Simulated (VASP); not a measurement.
# Ni2Ge (P6_3/mmc) in VASP: further runs

The runs below take Ni2Ge through single point, with r2SCAN.

Everything below comes from runs of VASP 6.6.1. Logs are shortened: lines on timing, memory, paths and dates and some standing lists are left out, and cuts for length are marked.

### 1 The cell of the first run

The structure is hexagonal, space group P6_3/mmc (No. 194). The conventional cell has a = 3.859 Å, b = 3.859 Å, c = 5.128 Å, α = 90.00°, β = 90.00°, γ = 120.00°. Within 2.9 Å of Ni (site symmetry -6m2) lie 5 Ge at 2.23 to 2.56 Å and 6 Ni at 2.57 Å. Within 3.4 Å of Ni (site symmetry -3m) lie 8 Ni at 2.56 to 2.57 Å and 6 Ge at 2.57 Å. Within 2.9 Å of Ge (site symmetry -6m2) lie 11 Ni at 2.23 to 2.57 Å.

### 2 Single point, r2SCAN (biaxial strain in the a-b plane: -3.0 %)

POSCAR reads:

```
Ni2Ge
1.0
    3.8587963088      0.0000000000      0.0000000000
   -1.9293981544      3.3418156314      0.0000000000
    0.0000000000      0.0000000000      5.1280483032
Ni Ge
4 2
Direct
    0.6666666667      0.3333333333      0.2500000000
    0.3333333333      0.6666666667      0.7500000000
    0.0000000000      0.0000000000      0.0000000000
    0.0000000000      0.0000000000      0.5000000000
    0.6666666667      0.3333333333      0.7500000000
    0.3333333333      0.6666666667      0.2500000000
```

INCAR.step1 reads:

```
  PREC = Accurate
  ENCUT = 520
  ISMEAR = 0
  SIGMA = 0.1
  LREAL = F
  LASPH = T
  NELM = 80
  NBANDS = 43
  GGA = PE
  ALGO = Normal
  EDIFF = 1E-4
  LWAVE = T
  LCHARG = F
```

INCAR.step2 reads:

```
  PREC = Accurate
  ENCUT = 520
  EDIFF = 1E-7
  ISMEAR = 0
  SIGMA = 0.1
  LREAL = F
  LASPH = T
  NELM = 80
  ALGO = Normal
  ISIF = 2
  LWAVE = F
  LCHARG = T
  METAGGA = R2SCAN
  LMIXTAU = T
  LELF = T
  LVHAR = T
  NBANDS = 43
  ISTART = 1
```

KPOINTS reads:

```
regular mesh
0
Gamma
  12 12 8
```

Potentials or basis: VASP PAW PBE potentials, release 64 (Ni, Ge_d).

On the command line:

```bash
$ cat potpaw_PBE.64/Ni/POTCAR potpaw_PBE.64/Ge_d/POTCAR > POTCAR
$ cp INCAR.step1 INCAR
$ mpirun -np 1 vasp_std > vasp.out
$ cp INCAR.step2 INCAR
$ mpirun -np 1 vasp_std > vasp.out
```

OUTCAR:

```text
PREC = Accurate
   ENCUT = 520
   EDIFF = 1E-7
   ISMEAR = 0
   LREAL = F
   LASPH = T
   NELM = 80
   ISIF = 2
   METAGGA = R2SCAN
   ISTART = 1

 ion  position               nearest neighbor table
   1  0.667  0.333  0.250-   6 2.23   6 2.23   6 2.23   5 2.56   5 2.56   3 2.57   4 2.57   3 2.57
                             4 2.57   3 2.57   4 2.57
   2  0.333  0.667  0.750-   5 2.23   5 2.23   5 2.23   6 2.56   6 2.56   3 2.57   4 2.57   4 2.57
                             3 2.57   4 2.57   3 2.57
   3  0.000  0.000  0.000-   4 2.56   4 2.56   1 2.57   5 2.57   6 2.57   2 2.57   2 2.57   6 2.57
                             1 2.57   5 2.57   1 2.57   5 2.57   2 2.57   6 2.57
   4  0.000  0.000  0.500-   3 2.56   3 2.56   1 2.57   5 2.57   6 2.57   2 2.57   2 2.57   6 2.57
                             1 2.57   5 2.57   1 2.57   5 2.57   2 2.57   6 2.57
   5  0.667  0.333  0.750-   2 2.23   2 2.23   2 2.23   1 2.56   1 2.56   3 2.57   4 2.57   3 2.57
                             4 2.57   3 2.57   4 2.57
   6  0.333  0.667  0.250-   1 2.23   1 2.23   1 2.23   2 2.56   2 2.56   3 2.57   4 2.57   4 2.57
                             3 2.57   4 2.57   3 2.57

  LATTYP: Found a hexagonal cell.
 ALAT       =     3.8587963088
 C/A-ratio  =     1.3289243310

  Lattice vectors:

 A1 = (   3.8587963088,   0.0000000000,   0.0000000000)
 A2 = (  -1.9293981544,   3.3418156314,   0.0000000000)
 A3 = (   0.0000000000,   0.0000000000,   5.1280483032)

Analysis of symmetry for initial positions (statically):
=====================================================================
 Subroutine PRICEL returns:
 Original cell was already a primitive cell.

 Routine SETGRP: Setting up the symmetry group for a
 hexagonal supercell.

 Subroutine GETGRP returns: Found 24 space group operations
 (whereof 12 operations were pure point group operations)
 out of a pool of 24 trial point group operations.

The static configuration has the point symmetry D_3d.
 The point group associated with its full space group is D_6h.

Analysis of symmetry for dynamics (positions and initial velocities):
=====================================================================
 Subroutine PRICEL returns:
 Original cell was already a primitive cell.

 Routine SETGRP: Setting up the symmetry group for a
 hexagonal supercell.

 Subroutine GETGRP returns: Found 24 space group operations
 (whereof 12 operations were pure point group operations)
 out of a pool of 24 trial point group operations.

The dynamic configuration has the point symmetry D_3d.
 The point group associated with its full space group is D_6h.

 Subroutine INISYM returns: Found 24 space group operations
 (whereof 12 operations are pure point group operations),
 and found     1 'primitive' translations

----------------------------------------------------------------------------------------

                                     Primitive cell

  volume of cell :      66.1282

  direct lattice vectors                    reciprocal lattice vectors
     3.858796309  0.000000000  0.000000000     0.259148170  0.149619265  0.000000000
    -1.929398154  3.341815631  0.000000000     0.000000000  0.299238531  0.000000000
     0.000000000  0.000000000  5.128048303     0.000000000  0.000000000  0.195005963

  length of vectors
     3.858796309  3.858796309  5.128048303     0.299238531  0.299238531  0.195005963

  position of ions in fractional coordinates (direct lattice)
     0.666666667  0.333333333  0.250000000
     0.333333333  0.666666667  0.750000000
     0.000000000  0.000000000  0.000000000
     0.000000000  0.000000000  0.500000000
     0.666666667  0.333333333  0.750000000
     0.333333333  0.666666667  0.250000000

  ion indices of the primitive-cell ions
   primitive index   ion index
                 1           1
                 2           2
                 3           3
                 4           4
                 5           5
                 6           6

----------------------------------------------------------------------------------------

 KPOINTS: regular mesh

Automatic generation of k-mesh.
 Grid dimensions read from file:
 generate k-points for:   12   12    8

 Generating k-lattice:

  Cartesian coordinates                     Fractional coordinates (reciprocal lattice)
     0.021595681  0.012468272  0.000000000     0.083333333  0.000000000  0.000000000
     0.000000000  0.024936544  0.000000000     0.000000000  0.083333333  0.000000000
     0.000000000  0.000000000  0.024375745     0.000000000  0.000000000  0.125000000

  Length of vectors
     0.024936544  0.024936544  0.024375745

  Shift w.r.t. Gamma in fractional coordinates (k-lattice)
     0.000000000  0.000000000  0.000000000

 Subroutine IBZKPT returns following result:
 ===========================================

 Found     95 irreducible k-points:

 Following reciprocal coordinates:
            Coordinates               Weight
  0.000000  0.000000  0.000000      1.000000
  0.083333  0.000000  0.000000      6.000000
  0.166667  0.000000  0.000000      6.000000
  0.250000  0.000000  0.000000      6.000000
  0.333333  0.000000  0.000000      6.000000
  0.416667  0.000000  0.000000      6.000000
[... 16 lines left out ...]
  0.250000  0.000000  0.125000     12.000000
  0.333333  0.000000  0.125000     12.000000
 [... further k-points ...]
   k-points           NKPTS =     95   k-points in BZ     NKDIM =     95   number of bands    NBANDS=     43
   number of dos      NEDOS =    301   number of ions     NIONS =      6
   total plane-waves  NPLWV =  36000
   dimension x,y,z NGX =    30 NGY =   30 NGZ =   40
   dimension x,y,z NGXF=    60 NGYF=   60 NGZF=   80
   ions per type =               4   2
   NGX,Y,Z   is equivalent  to a cutoff of  12.92, 12.92, 12.97 a.u.
   NGXF,Y,Z  is equivalent  to a cutoff of  25.85, 25.85, 25.94 a.u.
 SYSTEM =  unknown system
   PREC   = accura    normal or accurate (medium, high low for compatibility)
   ISTART =      1    job   : 0-new  1-cont  2-samecut
   ICHARG =      0    charge: 1-file 2-atom 10-const
   ISPIN  =      1    spin polarized calculation?
   LNONCOLLINEAR =      F non collinear calculations
   LSORBIT =      F    spin-orbit coupling
   LASPH  =      T    aspherical Exc in radial PAW
   ENCUT  =  520.0 eV  38.22 Ry    6.18 a.u.   7.17  7.17  9.53*2*pi/ulx,y,z
   NELM   =     80;   NELMIN=  2; NELMDL=  0     # of ELM steps
   EDIFF  = 0.1E-06   stopping-criterion for ELM
   LREAL  =      F    real-space projection
   EDIFFG = 0.1E-05   stopping-criterion for IOM
   NSW    =      0    number of steps for IOM
   IBRION =     -1    ionic relax: 0-MD 1-quasi-New 2-CG
   NFREE  =      0    steps in history (QN), initial steepest desc. (CG)
   ISIF   =      2    stress and relaxation
   ISYM   =      2    0-nonsym 1-usesym 2-fastsym
   POTIM  = 0.5000    time-step for ionic-motion
   TEBEG  =    0.0;   TEEND  =   0.0 temperature during run
   PSTRESS=    0.0 pullay stress
   NELECT =      68.0000    total number of electrons
   NUPDOWN=      -1.0000    fix difference up-down
   EMIN   =  10.00;   EMAX   =-10.00  energy-range for DOS
   EFERMI =   0.00;   METHOD = LEGACY
   ISMEAR =     0;   SIGMA  =   0.10  broadening in eV -4-tet -1-fermi 0-gaus
   EFERMI_NEDOS =   21; number of points for ismear=-14 and -15
   IALGO  =     38    algorithm
   IMIX   =      4    mixing-type and parameters
     AMIX     =   0.40;   BMIX     =  1.00
     AMIX_MAG =   1.60;   BMIX_MAG =  1.00
  volume/ion in A,a.u.               =      11.02        74.38
  Fermi-wavevector in a.u.,A,eV,Ry     =   1.652402  3.122587 37.149778  2.730432
  Thomas-Fermi vector in A             =   2.741017
   LORBIT       =      0    0 simple, 1 ext, 2 COOP (PROOUT), +10 PAW based schemes
   METAGGA = R2SCAN    functional components
   LHFCALC =     F    Hartree Fock is set to
   AEXX    =    0.0000 exact exchange contribution
   IVDW    =     0    specifies the selected vdW correction
   LEPSILON=     F    determine dielectric tensor
   LRPA    =     F    only Hartree local field effects (RPA)
 non-spin polarized calculation
 Gauss-broadening in eV      SIGMA  =   0.10
  energy-cutoff  :      520.00
  volume of cell :       66.13
 maximum number of plane-waves:      1804
 NGX is ok and might be reduce to    30
   NGX = 15   NGY = 15   NGZ = 19

 number of electron      68.0000006 magnetization

 Free energy of the ion-electron system (eV)
  ---------------------------------------------------
  ext. energy  EPLUGINS =         0.00000000
  ---------------------------------------------------
  free energy    TOTEN  =       -76.83727401 eV

  energy without entropy =      -76.82074138  energy(sigma->0) =      -76.82900769

 E-fermi :  10.7974     XC(G=0): -14.8534

 val. band max:       10.7962760532   @ k =   0.0833   0.0833   0.1250
 cond. band min:      10.8124183242   @ k =   0.1667   0.0833   0.0000
 fundamental gap:      0.0161422710
 Fermi energy:        10.7973900270

 k-point     1 :       0.0000    0.0000    0.0000
  band No.  band energies     occupation
      1     -14.8195      2.00000
      2     -14.8118      2.00000
      3     -14.7893      2.00000
      4     -14.7893      2.00000
      5     -14.7560      2.00000
      6     -14.7560      2.00000
[... 35 lines left out ...]
     42      16.4055      0.00000
     43      20.1473      0.00000

 k-point     2 :       0.0833    0.0000    0.0000
  band No.  band energies     occupation
      1     -14.8190      2.00000
      2     -14.8113      2.00000
      3     -14.7896      2.00000
      4     -14.7889      2.00000
      5     -14.7571      2.00000
      6     -14.7563      2.00000
[... 35 lines left out ...]
     42      17.1385      0.00000
     43      19.4493      0.00000

 k-point     3 :       0.1667    0.0000    0.0000
  band No.  band energies     occupation
      1     -14.8177      2.00000
      2     -14.8102      2.00000
      3     -14.7906      2.00000
      4     -14.7880      2.00000
      5     -14.7594      2.00000
      6     -14.7561      2.00000
[... 919 lines left out ...]
      6     -14.7615      2.00000
[... 35 lines left out ...]
     42      18.6444      0.00000
     43      19.4764      0.00000

 k-point    24 :       0.3333    0.0000    0.1250
  band No.  band energies     occupation
      1     -14.8136      2.00000
      2     -14.8076      2.00000
      3     -14.7918      2.00000
      4     -14.7859      2.00000
      5     -14.7647      2.00000
      6     -14.7618      2.00000
[... 35 lines left out ...]
     42      18.8615      0.00000
     43      20.7149      0.00000

 [... further k-points ...]
[... 5 lines left out ...]
  --------------------------------------------------------------------------------------
  -------------------------------------------------------------------------------------
  Total        6.6642980      6.6642980      1.0513708      0.0000000      0.0000000      0.0000000
  in kB      161.4650539    161.4650539     25.4729979      0.0000000      0.0000000      0.0000000
  external PRESSURE =     116.1343686 kB  Pullay stress =       0.0000000 kB

 VOLUME and BASIS-vectors are now :
 -----------------------------------------------------------------------------
  energy-cutoff  :      520.00
  volume of cell :       66.13
      direct lattice vectors                 reciprocal lattice vectors
     3.858796309  0.000000000  0.000000000     0.259148170  0.149619265  0.000000000
    -1.929398154  3.341815631  0.000000000     0.000000000  0.299238531  0.000000000
     0.000000000  0.000000000  5.128048303     0.000000000  0.000000000  0.195005963

 POSITION                                       TOTAL-FORCE (eV/Angst)
 -----------------------------------------------------------------------------------
      1.92940      1.11394      1.28201         0.000000      0.000000      0.000000
     -0.00000      2.22788      3.84604        -0.000000     -0.000000      0.000000
      0.00000      0.00000      0.00000        -0.000000      0.000000      0.000000
      0.00000      0.00000      2.56402        -0.000000      0.000000      0.000000
      1.92940      1.11394      3.84604        -0.000000      0.000000     -0.000000
     -0.00000      2.22788      1.28201        -0.000000     -0.000000     -0.000000
 -----------------------------------------------------------------------------------
    total drift:                               -0.000000      0.000000      0.000000

  FREE ENERGIE OF THE ION-ELECTRON SYSTEM (eV)
  ---------------------------------------------------
  free  energy   TOTEN  =       -76.8372740060 eV

  energy  without entropy=      -76.8207413764  energy(sigma->0) =      -76.82900769
```

It took 12 min on 1 thread of AMD EPYC 9R45 (Zen 5), shared host; peak memory 0.31 GiB.

What came out:

```
Free energy            : -76.8373 eV
Pressure               : 11.6 GPa
Band gap on the k mesh : zero (band 34 reaches 13.99 eV, above the bottom of band 35 at 10.13 eV)
```

Caveat: the cell differs from its parent crystal (biaxial strain in the a-b plane: -3.0 %); the PAW data sets were made with another functional, which shifts forces and pressure a little. Spin polarisation is off, so any magnetic state and its effect on volume and gap are missing.

### 3 Single point, r2SCAN (biaxial strain in the a-b plane: -3.0 %, then relaxed in part)

POSCAR: that of step 2 with these lines changed.

```diff
@@ -4,3 +4,3 @@
    -1.9293981544      3.3418156314      0.0000000000
-    0.0000000000      0.0000000000      5.1280483032
+    0.0000000000      0.0000000000      5.1736352447
 Ni Ge
```

INCAR.step1 reads:

```
PREC = Accurate ; ENCUT = 520
ISMEAR = 0 ; SIGMA = 0.1
LREAL = False ; LASPH = True
NELM = 80 ; NBANDS = 43
GGA = PE ; ALGO = Normal
EDIFF = 1E-4 ; LWAVE = True
LCHARG = False
```

INCAR.step2 reads:

```
PREC = Accurate ; ENCUT = 520
EDIFF = 1E-7 ; ISMEAR = 0
SIGMA = 0.1 ; LREAL = False
LASPH = True ; NELM = 80
ALGO = Normal ; ISIF = 2
LWAVE = False ; LCHARG = False
METAGGA = R2SCAN ; LMIXTAU = True
NBANDS = 43 ; ISTART = 1
```

KPOINTS reads:

```
Automatic mesh
0
Gamma
  12 12 8
```

Potentials or basis: VASP PAW PBE potentials, release 64 (Ni, Ge_d).

On the command line:

```bash
$ cat potpaw_PBE.64/Ni/POTCAR potpaw_PBE.64/Ge_d/POTCAR > POTCAR
$ cp INCAR.step1 INCAR
$ mpirun -np 1 vasp_std > vasp.out
$ cp INCAR.step2 INCAR
$ mpirun -np 1 vasp_std > vasp.out
```

Wall time 12 min (1 thread of AMD EPYC 9R45 (Zen 5), shared host); peak memory 0.31 GiB.

The run converged. Its results:

| Item | Value |
| --- | --- |
| Free energy | -76.8422 eV |
| Pressure | 9.9 GPa |
| Band gap on the k mesh | zero (band 34 reaches 13.90 eV, above the bottom of band 35 at 9.98 eV) |

Stress tensor (GPa, compression positive):
```
14.80  0.00  0.00
 0.00 14.80  0.00
 0.00  0.00  0.07
```

Levels at points of the mesh, in eV from the Fermi level:
```
           k point  band 31  band 32  band 33  band 34  band 35  band 36  band 37  band 38
(0.00, 0.00, 0.00)    -0.60    -0.60    -0.08     3.20     3.24     3.24     3.49     3.49
(0.50, 0.00, 0.00)    -1.43    -1.22    -1.06    -0.67    -0.67     0.83     1.96     3.74
(0.00, 0.00, 0.50)    -1.19    -1.19     1.69     1.69     3.71     3.71     3.71     3.71
(0.50, 0.00, 0.50)    -1.26    -1.26    -0.95    -0.95     1.01     1.01     3.12     3.12
```

Caveat: the cell differs from its parent crystal (biaxial strain in the a-b plane: -3.0 %, then relaxed in part); the PAW data sets were made with another functional, which shifts forces and pressure a little.

### 4 Single point, r2SCAN

This run uses another cell than the first one, of 11.51 Å³/atom, 1.044 times its volume.

POSCAR: that of step 3 with these lines changed.

```diff
@@ -2,5 +2,5 @@
 1.0
-    3.8587963088      0.0000000000      0.0000000000
-   -1.9293981544      3.3418156314      0.0000000000
-    0.0000000000      0.0000000000      5.1736352447
+    3.9781405245      0.0000000000      0.0000000000
+   -1.9890702622      3.4451707540      0.0000000000
+    0.0000000000      0.0000000000      5.0373755434
 Ni Ge
```

INCAR.step1 reads:

```
PREC = Accurate ; ENCUT = 520
ISMEAR = 0 ; SIGMA = 0.1
LREAL = F ; LASPH = T
NELM = 80 ; NBANDS = 43
GGA = PE ; ALGO = Normal
EDIFF = 1E-4 ; LWAVE = T
LCHARG = F
```

INCAR.step2 reads:

```
PREC = Accurate ; ENCUT = 520
EDIFF = 1E-6 ; ISMEAR = 0
SIGMA = 0.1 ; LREAL = F
LASPH = T ; NELM = 80
ALGO = Normal ; ISIF = 2
LWAVE = F ; LCHARG = T
METAGGA = R2SCAN ; LMIXTAU = T
LELF = T ; LVHAR = T
NBANDS = 43 ; ISTART = 1
```

KPOINTS is that of step 3.

On the command line:

```bash
$ cat potpaw_PBE.64/Ni/POTCAR potpaw_PBE.64/Ge_d/POTCAR > POTCAR
$ cp INCAR.step1 INCAR
$ mpirun -np 1 vasp_std > vasp.out
$ cp INCAR.step2 INCAR
$ mpirun -np 1 vasp_std > vasp.out
```

Wall time 16 min (1 thread of Intel Xeon Platinum 8375C at 2.90GHz (Ice Lake), shared host); peak memory 0.35 GiB.

It converged, with:

```
Free energy            : -77.0297 eV
Pressure               : 0.2 GPa
Band gap on the k mesh : zero (band 34 reaches 12.71 eV, above the bottom of band 35 at 9.61 eV)
```

Stress tensor (GPa, compression positive):
```
0.25 0.00 0.00
0.00 0.25 0.00
0.00 0.00 0.10
```

Levels at points of the mesh, in eV from the Fermi level:
```tsv
k point	band 32	band 33	band 34	band 35	band 36	band 37
(0.00, 0.00, 0.00)	-0.61	0.10	2.48	2.80	2.80	3.01
(0.50, 0.00, 0.00)	-1.20	-1.04	-0.67	-0.56	0.77	1.81
(0.00, 0.00, 0.50)	-1.17	1.64	1.64	3.36	3.36	3.36
(0.50, 0.00, 0.50)	-1.22	-0.87	-0.87	0.92	0.92	2.73
```

Caveat: the PAW data sets were made with another functional, which shifts forces and pressure a little. Spin polarisation is off, so any magnetic state and its effect on volume and gap are missing.

### 5 Summary

| cell | gap on the mesh (eV) | pressure (GPa) |
| --- | --- | --- |
| a = 3.859, b = 3.859, c = 5.128 Å, angles 90.0, 90.0, 120.0°, 6 atoms | none | 11.6 |
| a = 3.859, b = 3.859, c = 5.174 Å, angles 90.0, 90.0, 120.0°, 6 atoms | none | 9.9 |
| a = 3.978, b = 3.978, c = 5.037 Å, angles 90.0, 90.0, 120.0°, 6 atoms | none | 0.2 |

Alike in all rows: task single point; level r2SCAN; potentials or basis VASP PAW PBE potentials, release 64 (Ni, Ge_d); no spin polarisation; k mesh 12 × 12 × 8; cutoff (eV) 520; smearing gaussian 0.1 eV.

Caveats: the PAW data sets were made with another functional, which shifts forces and pressure a little.

Total energies depend on the potentials used, so only differences within one code and one set of settings carry meaning.
